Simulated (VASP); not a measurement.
Here is a VASP 6.6.1 calculation.

Contents of INCAR:

```
PREC     = Accurate       # precision mode
ENCUT    = 520            # plane-wave cutoff, eV
EDIFF    = 1E-6           # SCF threshold, eV
ISMEAR   = -1             # smearing method
SIGMA    = 0.02           # smearing width, eV
LREAL    = Auto         
LASPH    = T              # aspherical terms in the spheres
NELM     = 150            # most SCF steps
ALGO     = Normal         # electronic algorithm
ISIF     = 2              # what is computed and relaxed
LWAVE    = F              # write WAVECAR
LCHARG   = F              # write CHGCAR
ISPIN    = 2              # spin polarisation
MAGMOM   = 0 0 0 0 0 0 0 0 0 0 0 0 0 0 0 0 1 # initial moments
LORBIT   = 11             # projections on sites
GGA      = PE             # functional
NBANDS   = 52             # bands
```

Contents of KPOINTS:

```
regular mesh
0
Gamma
  2 2 2
```

The input POSCAR:

```
Si16B
1.0
    0.0000000000      5.4300000000      5.4300000000
    5.4300000000      0.0000000000      5.4300000000
    5.4300000000      5.4300000000      0.0000000000
Si B
16 1
Direct
   -0.0088619564      0.0190501717     -0.0014001138
    0.1281404437      0.1182654569      0.1353520776
   -0.0029633398     -0.0056320641      0.5087962783
    0.1260976686      0.1251988518      0.6238456836
   -0.0088655041      0.4925547060      0.0051354617
    0.1230103454      0.6359854075      0.1134101929
   -0.0094028084      0.5031553853      0.4974621880
    0.1263401362      0.6189325287      0.6265841853
    0.4997568932     -0.0022174967      0.0050679547
    0.6185652091      0.1290283214      0.1274907668
    0.4982023163      0.0015002923      0.5002591148
    0.6220780109      0.1216966694      0.6305532114
    0.4991778851      0.5018738641     -0.0016275865
    0.6178836909      0.6251278196      0.1292647467
    0.4985390809      0.4960828703      0.5023390293
    0.6163945131      0.6283606589      0.6254219720
    0.9511481152      0.3685592568      0.8286406373
```

Potentials or basis: VASP PAW PBE potentials, release 64 (Si, B).

Run with:

```sh
$ cat potpaw_PBE.64/Si/POTCAR potpaw_PBE.64/B/POTCAR > POTCAR
$ mpirun -np 1 vasp_std > vasp.out
```

Question: Estimate the largest force.

Answer: 0.031 eV/Å.

Question: What does it give for the pressure?

Answer: 3.1 GPa.

Forces on the atoms (eV/Å):
```
Si   0.002  0.010 -0.007
Si  -0.007 -0.024  0.010
Si   0.003 -0.014  0.000
Si   0.029  0.011  0.000
Si   0.007  0.010 -0.013
Si  -0.004 -0.005  0.002
Si  -0.016 -0.026 -0.001
Si   0.001  0.015 -0.014
Si  -0.002 -0.006 -0.004
Si  -0.006  0.001  0.021
Si   0.002  0.005  0.005
Si   0.004  0.001 -0.003
Si   0.000  0.000  0.003
Si  -0.022  0.002  0.008
Si  -0.009  0.003  0.002
Si   0.002  0.024 -0.001
B    0.016 -0.007 -0.007
```

Caveat: the k points lie up to 0.50 Å⁻¹ apart.
